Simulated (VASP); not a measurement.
# SrO (R3m) in VASP: single point with r2SCAN

Aim: the single point of SrO with r2SCAN.

Everything below comes from runs of VASP 6.6.1. Logs are shortened: lines on timing, memory, paths and dates and some standing lists are left out, and cuts for length are marked.

## 1. The cell of the first run

It takes space group R3m (No. 160, trigonal). The conventional cell has a = 4.105 Å, b = 4.105 Å, c = 9.288 Å, α = 90.00°, β = 90.00°, γ = 120.00°. Within 3.2 Å of Sr (site symmetry 3m) lie 4 O at 2.41 to 2.47 Å. O (site symmetry 3m) has 4 Sr at 2.41 to 2.47 Å within 3.2 Å.

## 2. Single point, r2SCAN (epitaxial 111 strain +4.0%)

File POSCAR:

```
SrO
1.0
   -0.1475209593      2.7550546380      2.7550546380
    2.7550546380     -0.1475209593      2.7550546380
    2.7550546380      2.7550546380     -0.1475209593
Sr O
1 1
Direct
   -0.0047450189     -0.0047450189     -0.0047450189
    0.2547450189      0.2547450189      0.2547450189
```

File INCAR.step1:

```
SYSTEM = SrO
ALGO     = Normal         ! electronic algorithm
EDIFF    = 1E-4           ! SCF threshold, eV
ENCUT    = 520            ! plane-wave cutoff, eV
GGA      = PE             ! functional
ISMEAR   = 0              ! smearing method
LASPH    = .TRUE.         ! aspherical terms in the spheres
LCHARG   = .FALSE.        ! write CHGCAR
LREAL    = .FALSE.        ! projectors in reciprocal space
LWAVE    = .TRUE.         ! write WAVECAR
NBANDS   = 15             ! bands
NELM     = 100            ! most SCF steps
PREC     = Accurate       ! precision mode
SIGMA    = 0.01           ! smearing width, eV
```

File INCAR.step2:

```
SYSTEM = SrO
ALGO     = Normal         ! electronic algorithm
EDIFF    = 1E-6           ! SCF threshold, eV
ENCUT    = 520            ! plane-wave cutoff, eV
ISIF     = 2              ! what is computed and relaxed
ISMEAR   = 0              ! smearing method
ISTART   = 1            
LASPH    = .TRUE.         ! aspherical terms in the spheres
LCHARG   = .FALSE.        ! write CHGCAR
LMIXTAU  = .TRUE.       
LREAL    = .FALSE.        ! projectors in reciprocal space
LWAVE    = .FALSE.        ! write WAVECAR
METAGGA  = R2SCAN         ! meta-GGA
NBANDS   = 15             ! bands
NELM     = 100            ! most SCF steps
PREC     = Accurate       ! precision mode
SIGMA    = 0.01           ! smearing width, eV
```

File KPOINTS:

```
k-points
0
G
  8 8 8
  0 0 0
```

Potentials or basis: VASP PAW PBE potentials, release 64 (Sr_sv, O).

The run is started by

```sh
$ cat potpaw_PBE.64/Sr_sv/POTCAR potpaw_PBE.64/O/POTCAR > POTCAR
$ cp INCAR.step1 INCAR
$ mpirun -np 1 vasp_std > vasp.out
$ cp INCAR.step2 INCAR
$ mpirun -np 1 vasp_std > vasp.out
```

OUTCAR:

```text
SYSTEM = SrO
   EDIFF = 1E-6
   ENCUT = 520
   ISIF = 2
   ISMEAR = 0
   ISTART = 1
   LASPH = .TRUE.
   LREAL = .FALSE.
   METAGGA = R2SCAN
   NELM = 100
   PREC = Accurate

 ion  position               nearest neighbor table
   1  0.995  0.995  0.995-   2 2.41   2 2.47   2 2.47   2 2.47
   2  0.255  0.255  0.255-   1 2.41   1 2.47   1 2.47   1 2.47

  LATTYP: Found a trigonal (rhomboedric) cell.
 ALAT       =     3.8990273852
 COS(alpha) =     0.4458153295

  Lattice vectors:

 A1 = (  -0.1475209593,   2.7550546380,   2.7550546380)
 A2 = (   2.7550546380,  -0.1475209593,   2.7550546380)
 A3 = (   2.7550546380,   2.7550546380,  -0.1475209593)

Analysis of symmetry for initial positions (statically):
=====================================================================
 Subroutine PRICEL returns:
 Original cell was already a primitive cell.

 Routine SETGRP: Setting up the symmetry group for a
 trigonal (rhombohedral) supercell.

 Subroutine GETGRP returns: Found  6 space group operations
 (whereof  6 operations were pure point group operations)
 out of a pool of 12 trial point group operations.

The static configuration has the point symmetry C_3v.

Analysis of symmetry for dynamics (positions and initial velocities):
=====================================================================
 Subroutine PRICEL returns:
 Original cell was already a primitive cell.

 Routine SETGRP: Setting up the symmetry group for a
 trigonal (rhombohedral) supercell.

 Subroutine GETGRP returns: Found  6 space group operations
 (whereof  6 operations were pure point group operations)
 out of a pool of 12 trial point group operations.

The dynamic configuration has the point symmetry C_3v.

 Subroutine INISYM returns: Found  6 space group operations
 (whereof  6 operations are pure point group operations),
 and found     1 'primitive' translations

----------------------------------------------------------------------------------------

                                     Primitive cell

  volume of cell :      45.1795

  direct lattice vectors                    reciprocal lattice vectors
    -0.147520959  2.755054638  2.755054638    -0.167522031  0.176999573  0.176999573
     2.755054638 -0.147520959  2.755054638     0.176999573 -0.167522031  0.176999573
     2.755054638  2.755054638 -0.147520959     0.176999573  0.176999573 -0.167522031

  length of vectors
     3.899027385  3.899027385  3.899027385     0.301199815  0.301199815  0.301199815

  position of ions in fractional coordinates (direct lattice)
     0.995254981  0.995254981  0.995254981
     0.254745019  0.254745019  0.254745019

  ion indices of the primitive-cell ions
   primitive index   ion index
                 1           1
                 2           2

----------------------------------------------------------------------------------------

 KPOINTS: k-points

Automatic generation of k-mesh.
 Grid dimensions read from file:
 generate k-points for:    8    8    8

 Generating k-lattice:

  Cartesian coordinates                     Fractional coordinates (reciprocal lattice)
    -0.020940254  0.022124947  0.022124947     0.125000000  0.000000000  0.000000000
     0.022124947 -0.020940254  0.022124947     0.000000000  0.125000000  0.000000000
     0.022124947  0.022124947 -0.020940254     0.000000000  0.000000000  0.125000000

  Length of vectors
     0.037649977  0.037649977  0.037649977

  Shift w.r.t. Gamma in fractional coordinates (k-lattice)
     0.000000000  0.000000000  0.000000000

 Subroutine IBZKPT returns following result:
 ===========================================

 Found     65 irreducible k-points:

 Following reciprocal coordinates:
            Coordinates               Weight
  0.000000  0.000000  0.000000      1.000000
  0.125000  0.000000  0.000000      6.000000
  0.250000  0.000000  0.000000      6.000000
  0.375000 -0.000000 -0.000000      6.000000
  0.500000  0.000000  0.000000      3.000000
  0.125000  0.125000 -0.000000      6.000000
[... 16 lines left out ...]
  0.250000  0.125000  0.125000      6.000000
  0.375000  0.125000  0.125000      6.000000
 [... further k-points ...]
   k-points           NKPTS =     65   k-points in BZ     NKDIM =     65   number of bands    NBANDS=     15
   number of dos      NEDOS =    301   number of ions     NIONS =      2
   total plane-waves  NPLWV =  27000
   dimension x,y,z NGX =    30 NGY =   30 NGZ =   30
   dimension x,y,z NGXF=    60 NGYF=   60 NGZF=   60
   ions per type =               1   1
   NGX,Y,Z   is equivalent  to a cutoff of  12.79, 12.79, 12.79 a.u.
   NGXF,Y,Z  is equivalent  to a cutoff of  25.58, 25.58, 25.58 a.u.
 SYSTEM =  SrO
   PREC   = accura    normal or accurate (medium, high low for compatibility)
   ISTART =      1    job   : 0-new  1-cont  2-samecut
   ICHARG =      0    charge: 1-file 2-atom 10-const
   ISPIN  =      1    spin polarized calculation?
   LNONCOLLINEAR =      F non collinear calculations
   LSORBIT =      F    spin-orbit coupling
   LASPH  =      T    aspherical Exc in radial PAW
   ENCUT  =  520.0 eV  38.22 Ry    6.18 a.u.   7.25  7.25  7.25*2*pi/ulx,y,z
   NELM   =    100;   NELMIN=  2; NELMDL=  0     # of ELM steps
   EDIFF  = 0.1E-05   stopping-criterion for ELM
   LREAL  =      F    real-space projection
   EDIFFG = 0.1E-04   stopping-criterion for IOM
   NSW    =      0    number of steps for IOM
   IBRION =     -1    ionic relax: 0-MD 1-quasi-New 2-CG
   NFREE  =      0    steps in history (QN), initial steepest desc. (CG)
   ISIF   =      2    stress and relaxation
   ISYM   =      2    0-nonsym 1-usesym 2-fastsym
   POTIM  = 0.5000    time-step for ionic-motion
   TEBEG  =    0.0;   TEEND  =   0.0 temperature during run
   PSTRESS=    0.0 pullay stress
   NELECT =      16.0000    total number of electrons
   NUPDOWN=      -1.0000    fix difference up-down
   EMIN   =  10.00;   EMAX   =-10.00  energy-range for DOS
   EFERMI =   0.00;   METHOD = LEGACY
   ISMEAR =     0;   SIGMA  =   0.01  broadening in eV -4-tet -1-fermi 0-gaus
   EFERMI_NEDOS =   21; number of points for ismear=-14 and -15
   IALGO  =     38    algorithm
   IMIX   =      4    mixing-type and parameters
     AMIX     =   0.40;   BMIX     =  1.00
     AMIX_MAG =   1.60;   BMIX_MAG =  1.00
  volume/ion in A,a.u.               =      22.59       152.44
  Fermi-wavevector in a.u.,A,eV,Ry     =   1.158246  2.188768 18.252690  1.341535
  Thomas-Fermi vector in A             =   2.294850
   LORBIT       =      0    0 simple, 1 ext, 2 COOP (PROOUT), +10 PAW based schemes
   METAGGA = R2SCAN    functional components
   LHFCALC =     F    Hartree Fock is set to
   AEXX    =    0.0000 exact exchange contribution
   IVDW    =     0    specifies the selected vdW correction
   LEPSILON=     F    determine dielectric tensor
   LRPA    =     F    only Hartree local field effects (RPA)
 non-spin polarized calculation
 Gauss-broadening in eV      SIGMA  =   0.01
  energy-cutoff  :      520.00
  volume of cell :       45.18
 maximum number of plane-waves:      1238
 NGX is ok and might be reduce to    30
   NGX = 15   NGY = 15   NGZ = 15

 number of electron      15.9999999 magnetization

 Free energy of the ion-electron system (eV)
  ---------------------------------------------------
  ext. energy  EPLUGINS =         0.00000000
  ---------------------------------------------------
  free energy    TOTEN  =       -26.59596319 eV

  energy without entropy =      -26.59596319  energy(sigma->0) =      -26.59596319

 E-fermi :  -0.0267     XC(G=0):  -8.9678

 val. band max:       -0.1544025869   @ k =  -0.2500   0.5000   0.2500
 cond. band min:       2.6427270754   @ k =   0.0000   0.0000   0.0000
 fundamental gap:      2.7971296623
 Fermi energy:        -0.0267228674

 k-point     1 :       0.0000    0.0000    0.0000
  band No.  band energies     occupation
      1     -33.6301      2.00000
      2     -15.8766      2.00000
      3     -14.9007      2.00000
      4     -14.9007      2.00000
      5     -14.8528      2.00000
      6      -0.9777      2.00000
      7      -0.9777      2.00000
      8      -0.7671      2.00000
      9       2.6427      0.00000
     10       8.2581      0.00000
     11       8.2581      0.00000
     12       9.6005      0.00000
     13       9.6005      0.00000
     14       9.7331      0.00000
     15      14.7027      0.00000

 k-point     2 :       0.1250    0.0000    0.0000
  band No.  band energies     occupation
      1     -33.6230      2.00000
      2     -16.1273      2.00000
      3     -14.9158      2.00000
      4     -14.9087      2.00000
      5     -14.6254      2.00000
      6      -1.0563      2.00000
      7      -0.9218      2.00000
      8      -0.7404      2.00000
      9       3.1167      0.00000
     10       7.8862      0.00000
     11       8.0708      0.00000
     12       9.2708      0.00000
     13       9.9047      0.00000
     14      10.0483      0.00000
     15      13.4924      0.00000

 k-point     3 :       0.2500    0.0000    0.0000
  band No.  band energies     occupation
      1     -33.6058      2.00000
      2     -16.5372      2.00000
      3     -14.9406      2.00000
      4     -14.9278      2.00000
      5     -14.2876      2.00000
      6      -1.1135      2.00000
      7      -0.7905      2.00000
      8      -0.6629      2.00000
      9       4.1381      0.00000
     10       7.4454      0.00000
     11       7.8975      0.00000
     12       8.6150      0.00000
     13      10.1054      0.00000
     14      10.4344      0.00000
     15      12.2571      0.00000

 k-point     4 :       0.3750   -0.0000   -0.0000
  band No.  band energies     occupation
      1     -33.5885      2.00000
      2     -16.8426      2.00000
      3     -14.9644      2.00000
      4     -14.9467      2.00000
      5     -14.0614      2.00000
      6      -1.0165      2.00000
      7      -0.6658      2.00000
      8      -0.5962      2.00000
      9       5.0189      0.00000
     10       7.2943      0.00000
     11       7.5387      0.00000
     12       8.3969      0.00000
     13       9.9491      0.00000
     14      10.4608      0.00000
     15      12.0040      0.00000
[... 307 lines left out ...]
 k-point    22 :       0.1250    0.1250    0.1250
  band No.  band energies     occupation
      1     -33.6203      2.00000
      2     -16.1148      2.00000
      3     -14.9166      2.00000
      4     -14.9166      2.00000
      5     -14.6586      2.00000
      6      -0.9274      2.00000
      7      -0.9274      2.00000
      8      -0.9018      2.00000
      9       3.2058      0.00000
     10       7.9260      0.00000
     11       7.9260      0.00000
     12       9.3175      0.00000
     13       9.9623      0.00000
     14       9.9623      0.00000
     15      14.4789      0.00000

 k-point    23 :       0.2500    0.1250    0.1250
  band No.  band energies     occupation
      1     -33.6086      2.00000
      2     -16.3803      2.00000
      3     -14.9618      2.00000
      4     -14.9183      2.00000
      5     -14.4294      2.00000
      6      -1.0936      2.00000
      7      -0.8686      2.00000
      8      -0.7264      2.00000
      9       3.8753      0.00000
     10       7.2870      0.00000
     11       7.8810      0.00000
     12       9.4406      0.00000
     13       9.9109      0.00000
     14      10.2625      0.00000
     15      13.4399      0.00000

 k-point    24 :       0.3750    0.1250    0.1250
  band No.  band energies     occupation
      1     -33.5913      2.00000
      2     -16.7115      2.00000
      3     -15.0196      2.00000
      4     -14.9374      2.00000
      5     -14.1396      2.00000
      6      -1.0921      2.00000
      7      -0.7346      2.00000
      8      -0.6230      2.00000
      9       4.7953      0.00000
     10       7.0036      0.00000
     11       7.4976      0.00000
     12       9.1149      0.00000
     13      10.2926      0.00000
     14      10.4116      0.00000
     15      12.4089      0.00000

 [... further k-points ...]

------------------------ aborting loop because EDIFF is reached ----------------------------------------

  FORCE on cell =-STRESS in cart. coord.  units (eV):
  Direction    XX          YY          ZZ          XY          YZ          ZX
  --------------------------------------------------------------------------------------
  -------------------------------------------------------------------------------------
  Total       -0.5993235     -0.5993235     -0.5993235      0.3559191      0.3559191      0.3559191
  in kB      -21.2534948    -21.2534948    -21.2534948     12.6217726     12.6217726     12.6217726
  external PRESSURE =     -21.2534948 kB  Pullay stress =       0.0000000 kB

 VOLUME and BASIS-vectors are now :
 -----------------------------------------------------------------------------
  energy-cutoff  :      520.00
  volume of cell :       45.18
      direct lattice vectors                 reciprocal lattice vectors
    -0.147520959  2.755054638  2.755054638    -0.167522031  0.176999573  0.176999573
     2.755054638 -0.147520959  2.755054638     0.176999573 -0.167522031  0.176999573
     2.755054638  2.755054638 -0.147520959     0.176999573  0.176999573 -0.167522031

 POSITION                                       TOTAL-FORCE (eV/Angst)
 -----------------------------------------------------------------------------------
      5.33714      5.33714      5.33714        -0.007649     -0.007649     -0.007649
      1.36609      1.36609      1.36609         0.007649      0.007649      0.007649
 -----------------------------------------------------------------------------------
    total drift:                               -0.000481     -0.000481     -0.000481

  FREE ENERGIE OF THE ION-ELECTRON SYSTEM (eV)
  ---------------------------------------------------
  free  energy   TOTEN  =       -26.5959631896 eV

  energy  without entropy=      -26.5959631896  energy(sigma->0) =      -26.59596319
```

Run time: 4.3 min. Hardware: 1 thread of Intel Xeon 8259CL, shared host; peak memory 0.2 GiB.

Results:

```yaml
Free_energy: -26.5960 eV
Pressure: -2.1 GPa
Largest_force: 0.013 eV/Å
Band_gap_on_the_k_mesh: 2.80 eV (least direct gap 3.41 eV)
```

Forces on the atoms (eV/Å):
```
Sr  -0.008 -0.008 -0.008
O    0.008  0.008  0.008
```

Caveat: the cell differs from its parent crystal (epitaxial 111 strain +4.0%); the PAW data sets were made with another functional, which shifts forces and pressure a little.
